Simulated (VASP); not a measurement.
# NiGe in VASP: notebook, part 2 of 2

VASP 6.6.1. The steps go on from the part before.

**4. Single point, PBE (13.32 Å³/atom)**

This run uses another cell than the first one, of 13.32 Å³/atom.

The input, INCAR:

```
PREC     = Accurate       # precision mode
ENCUT    = 520            # plane-wave cutoff, eV
EDIFF    = 1E-6           # SCF threshold, eV
ISMEAR   = 0              # smearing method
SIGMA    = 0.1            # smearing width, eV
LREAL    = F              # projectors in reciprocal space
LASPH    = T              # aspherical terms in the spheres
NELM     = 60             # most SCF steps
ALGO     = Fast           # electronic algorithm
ISIF     = 2              # what is computed and relaxed
LWAVE    = F              # write WAVECAR
LCHARG   = T              # write CHGCAR
GGA      = PE             # functional
LELF     = T              # ELF
LVHAR    = T            
NBANDS   = 58             # bands
```

The input, KPOINTS:

```
regular mesh
0
Gamma
  8 12 8
```

The input, POSCAR:

```
NiGe
1.0
    5.3436612911      0.0000000000      0.0000000000
    0.0000000000      3.4586296443      0.0000000000
    0.0000000000      0.0000000000      5.7639768411
Ni Ge
4 4
Direct
    0.9927837725      0.7500000000      0.1887164995
    0.0072162275      0.2500000000      0.8112835005
    0.5072162275      0.2500000000      0.6887164995
    0.4927837725      0.7500000000      0.3112835005
    0.8120114230      0.7500000000      0.5884440471
    0.1879885770      0.2500000000      0.4115559529
    0.6879885770      0.2500000000      0.0884440471
    0.3120114230      0.7500000000      0.9115559529
```

Potentials or basis: VASP PAW PBE potentials, release 64 (Ni, Ge_d).

Run with:

```sh
> cat potpaw_PBE.64/Ni/POTCAR potpaw_PBE.64/Ge_d/POTCAR > POTCAR
> mpirun -np 1 vasp_std > vasp.out
```

OUTCAR:

```text
PREC = Accurate
   ENCUT = 520
   EDIFF = 1E-6
   ISMEAR = 0
   LREAL = F
   LASPH = T
   NELM = 60
   ISIF = 2
   GGA = PE

 ion  position               nearest neighbor table
   1  0.993  0.750  0.189-   8 2.34   6 2.39   6 2.39   7 2.44   7 2.44   5 2.50   4 2.76   4 2.76
                             2 2.78   2 2.78
   2  0.007  0.250  0.811-   7 2.34   5 2.39   5 2.39   8 2.44   8 2.44   6 2.50   3 2.76   3 2.76
                             1 2.78   1 2.78
   3  0.507  0.250  0.689-   6 2.34   8 2.39   8 2.39   5 2.44   5 2.44   7 2.50   2 2.76   2 2.76
                             4 2.78   4 2.78
   4  0.493  0.750  0.311-   5 2.34   7 2.39   7 2.39   6 2.44   6 2.44   8 2.50   1 2.76   1 2.76
                             3 2.78   3 2.78
   5  0.812  0.750  0.588-   4 2.34   2 2.39   2 2.39   3 2.44   3 2.44   1 2.50   6 2.84   6 2.84

   6  0.188  0.250  0.412-   3 2.34   1 2.39   1 2.39   4 2.44   4 2.44   2 2.50   5 2.84   5 2.84

   7  0.688  0.250  0.088-   2 2.34   4 2.39   4 2.39   1 2.44   1 2.44   3 2.50   8 2.84   8 2.84

   8  0.312  0.750  0.912-   1 2.34   3 2.39   3 2.39   2 2.44   2 2.44   4 2.50   7 2.84   7 2.84

  LATTYP: Found a simple orthorhombic cell.
 ALAT       =     3.4586296443
 B/A-ratio  =     1.5450226941
 C/A-ratio  =     1.6665493082

  Lattice vectors:

 A1 = (   0.0000000000,  -3.4586296443,   0.0000000000)
 A2 = (   5.3436612911,   0.0000000000,   0.0000000000)
 A3 = (   0.0000000000,   0.0000000000,   5.7639768411)

Analysis of symmetry for initial positions (statically):
=====================================================================
 Subroutine PRICEL returns:
 Original cell was already a primitive cell.

 Routine SETGRP: Setting up the symmetry group for a
 simple orthorhombic supercell.

 Subroutine GETGRP returns: Found  8 space group operations
 (whereof  2 operations were pure point group operations)
 out of a pool of  8 trial point group operations.

[... 153 lines left out ...]
   GGA     = PE    functional components
   LHFCALC =     F    Hartree Fock is set to
   AEXX    =    0.0000 exact exchange contribution
   IVDW    =     0    specifies the selected vdW correction
   LEPSILON=     F    determine dielectric tensor
   LRPA    =     F    only Hartree local field effects (RPA)
 non-spin polarized calculation
 RMM-DIIS sequential band-by-band and
 Gauss-broadening in eV      SIGMA  =   0.10
  energy-cutoff  :      520.00
  volume of cell :      106.53
 maximum number of plane-waves:      2896
 NGX is ok and might be reduce to    40
   NGX = 19   NGY = 13   NGZ = 21

 number of electron      95.9999977 magnetization

 Free energy of the ion-electron system (eV)
  ---------------------------------------------------
  ext. energy  EPLUGINS =         0.00000000
  ---------------------------------------------------
  free energy    TOTEN  =       -42.36636580 eV

  energy without entropy =      -42.35427700  energy(sigma->0) =      -42.36032140

 E-fermi :   9.0226     XC(G=0): -12.5719

 val. band max:        9.0206297143   @ k =   0.3750   0.1667   0.0000
 cond. band min:       9.0261911163   @ k =   0.1250   0.2500   0.2500
 fundamental gap:      0.0055614020
 Fermi energy:         9.0226252581

 k-point     1 :       0.0000    0.0000    0.0000
  band No.  band energies     occupation
      1     -15.6989      2.00000
      2     -15.6853      2.00000
      3     -15.6780      2.00000
      4     -15.6752      2.00000
      5     -15.6588      2.00000
      6     -15.6383      2.00000
[... 1453 lines left out ...]
     57      15.3011      0.00000
     58      16.2614      0.00000

 [... further k-points ...]

------------------------ aborting loop because EDIFF is reached ----------------------------------------

  FORCE on cell =-STRESS in cart. coord.  units (eV):
  Direction    XX          YY          ZZ          XY          YZ          ZX
  --------------------------------------------------------------------------------------
  -------------------------------------------------------------------------------------
  Total        3.0946947      2.9694472      3.0649461      0.0000000      0.0000000      0.0000000
  in kB       46.5439449     44.6602325     46.0965280      0.0000000      0.0000000      0.0000000
  external PRESSURE =      45.7669018 kB  Pullay stress =       0.0000000 kB

 VOLUME and BASIS-vectors are now :
 -----------------------------------------------------------------------------
  energy-cutoff  :      520.00
  volume of cell :      106.53
      direct lattice vectors                 reciprocal lattice vectors
     5.343661291  0.000000000  0.000000000     0.187137610  0.000000000  0.000000000
     0.000000000  3.458629644  0.000000000     0.000000000  0.289131854  0.000000000
     0.000000000  0.000000000  5.763976841     0.000000000  0.000000000  0.173491329

 POSITION                                       TOTAL-FORCE (eV/Angst)
 -----------------------------------------------------------------------------------
      5.30510      2.59397      1.08776        -0.005556      0.000000     -0.000776
      0.03856      0.86466      4.67622         0.005556      0.000000      0.000776
      2.71039      0.86466      3.96975         0.005556     -0.000000     -0.000776
      2.63327      2.59397      1.79423        -0.005556      0.000000      0.000776
      4.33911      2.59397      3.39178         0.002799     -0.000000      0.003950
      1.00455      0.86466      2.37220        -0.002799      0.000000     -0.003950
      3.67638      0.86466      0.50979        -0.002799      0.000000      0.003950
      1.66728      2.59397      5.25419         0.002799      0.000000     -0.003950
 -----------------------------------------------------------------------------------
    total drift:                                0.000000      0.000000      0.000000

  FREE ENERGIE OF THE ION-ELECTRON SYSTEM (eV)
  ---------------------------------------------------
  free  energy   TOTEN  =       -42.3663657989 eV

  energy  without entropy=      -42.3542769953  energy(sigma->0) =      -42.36032140
```

OSZICAR:

```text
N       E                     dE             d eps       ncg     rms          rms(c)
DAV:   1     0.103794183249E+04    0.10379E+04   -0.40472E+04 23780   0.441E+03
DAV:   2     0.172498060824E+03   -0.86544E+03   -0.82737E+03 20300   0.102E+03
DAV:   3    -0.308210105813E+02   -0.20332E+03   -0.19462E+03 20336   0.278E+02
DAV:   4    -0.467984808379E+02   -0.15977E+02   -0.15687E+02 22804   0.884E+01
DAV:   5    -0.472158888952E+02   -0.41741E+00   -0.41633E+00 22092   0.160E+01    0.226E+01
RMM:   6    -0.541902942352E+02   -0.69744E+01   -0.91421E+01 26652   0.584E+01    0.332E+01
RMM:   7    -0.425012682430E+02    0.11689E+02   -0.26219E+01 23107   0.343E+01    0.338E+00
RMM:   8    -0.424277219921E+02    0.73546E-01   -0.24688E+00 23652   0.101E+01    0.283E+00
RMM:   9    -0.423651893302E+02    0.62533E-01   -0.31214E-01 30569   0.368E+00    0.101E+00
RMM:  10    -0.423639602460E+02    0.12291E-02   -0.73130E-02 28265   0.169E+00    0.366E-01
RMM:  11    -0.423660488203E+02   -0.20886E-02   -0.20200E-02 32505   0.857E-01    0.235E-01
RMM:  12    -0.423663006150E+02   -0.25179E-03   -0.92787E-03 30302   0.559E-01    0.162E-01
RMM:  13    -0.423662572377E+02    0.43377E-04   -0.31610E-03 33801   0.278E-01    0.394E-02
RMM:  14    -0.423663584263E+02   -0.10119E-03   -0.10277E-03 34468   0.111E-01    0.237E-02
RMM:  15    -0.423663678909E+02   -0.94646E-05   -0.10041E-04 32611   0.408E-02    0.220E-02
RMM:  16    -0.423663650593E+02    0.28316E-05   -0.17307E-05 24827   0.244E-02    0.448E-03
RMM:  17    -0.423663657989E+02   -0.73957E-06   -0.85538E-06 22255   0.133E-02
   1 F= -.42366366E+02 E0= -.42360321E+02  d E =-.120888E-01
```

stdout:

```text
POSCAR found type information on POSCAR NiGe
 POSCAR found :  2 types and       8 ions
 scaLAPACK will be used
 LDA part: xc-table for (Slater+PW92), standard interpolation
 POSCAR, INCAR and KPOINTS ok, starting setup
 FFT: planning ... GRIDC
 FFT: planning ... GRID_SOFT
 FFT: planning ... GRID
 WAVECAR not read
 entering main loop
WARNING in EDDRMM: call to ZHEGV failed, returncode =   8  4     43
WARNING in EDDRMM: call to ZHEGV failed, returncode =   6  3     43
WARNING in EDDRMM: call to ZHEGV failed, returncode =   6  3     38
WARNING in EDDRMM: call to ZHEGV failed, returncode =   6  3     40
WARNING in EDDRMM: call to ZHEGV failed, returncode =   8  4     45
WARNING in EDDRMM: call to ZHEGV failed, returncode =   8  4     29
WARNING in EDDRMM: call to ZHEGV failed, returncode =   8  4     48
WARNING in EDDRMM: call to ZHEGV failed, returncode =   8  4     53
WARNING in EDDRMM: call to ZHEGV failed, returncode =   6  3     43
WARNING in EDDRMM: call to ZHEGV failed, returncode =   8  4     29
[... 5 lines left out ...]
WARNING in EDDRMM: call to ZHEGV failed, returncode =   6  3     48
WARNING in EDDRMM: call to ZHEGV failed, returncode =   6  3     52
WARNING in EDDRMM: call to ZHEGV failed, returncode =   6  3     51
WARNING in EDDRMM: call to ZHEGV failed, returncode =   6  3     49
WARNING in EDDRMM: call to ZHEGV failed, returncode =   6  3     30
WARNING in EDDRMM: call to ZHEGV failed, returncode =   6  3     50
WARNING in EDDRMM: call to ZHEGV failed, returncode =   6  3     52
WARNING in EDDRMM: call to ZHEGV failed, returncode =   6  3     48
WARNING in EDDRMM: call to ZHEGV failed, returncode =   6  3     48
WARNING in EDDRMM: call to ZHEGV failed, returncode =   6  3     28
```

Run time: 22 min. Hardware: 1 thread of Oxide Virtual Turin-like, shared host; peak memory 0.78 GiB.

Results:

```
Free energy            : -42.3664 eV
Pressure               : 4.6 GPa
Largest force          : 0.006 eV/Å
Band gap on the k mesh : zero (bands 48 and 49 overlap by 1.73 eV)
```

Forces in eV/Å, atoms in the order of the input:
```
Ni  -0.006  0.000 -0.001
Ni   0.006  0.000  0.001
Ni   0.006  0.000 -0.001
Ni  -0.006  0.000  0.001
Ge   0.003  0.000  0.004
Ge  -0.003  0.000 -0.004
Ge  -0.003  0.000  0.004
Ge   0.003  0.000 -0.004
```

Caveat: the cell stands under pressure. Spin polarisation is off, so any magnetic state and its effect on volume and gap are missing.

**5. The runs side by side**

| cell | k mesh | smearing | gap on the mesh (eV) | pressure (GPa) | largest force (eV/Å) |
| --- | --- | --- | --- | --- | --- |
| a = 3.483, b = 5.393, c = 5.846 Å, 8 atoms, atomic positions A | 6 × 4 × 4 | gaussian 0.2 eV | none | 0.2 | 0.02 |
| a = 3.427, b = 5.451, c = 5.878 Å, 8 atoms, atomic positions B | 6 × 4 × 4 | gaussian 0.2 eV | none | 0.0 | 0.02 |
| a = 5.344, b = 3.459, c = 5.764 Å, 8 atoms, atomic positions C | 8 × 12 × 8 | gaussian 0.1 eV | none | 4.6 | 0.01 |

Alike in all rows: task single point; level PBE; potentials or basis VASP PAW PBE potentials, release 64 (Ni, Ge_d); no spin polarisation; cutoff (eV) 520.

Caveats: the cell stands under pressure (at least some runs).

Total energies depend on the potentials used, so only differences within one code and one set of settings carry meaning.
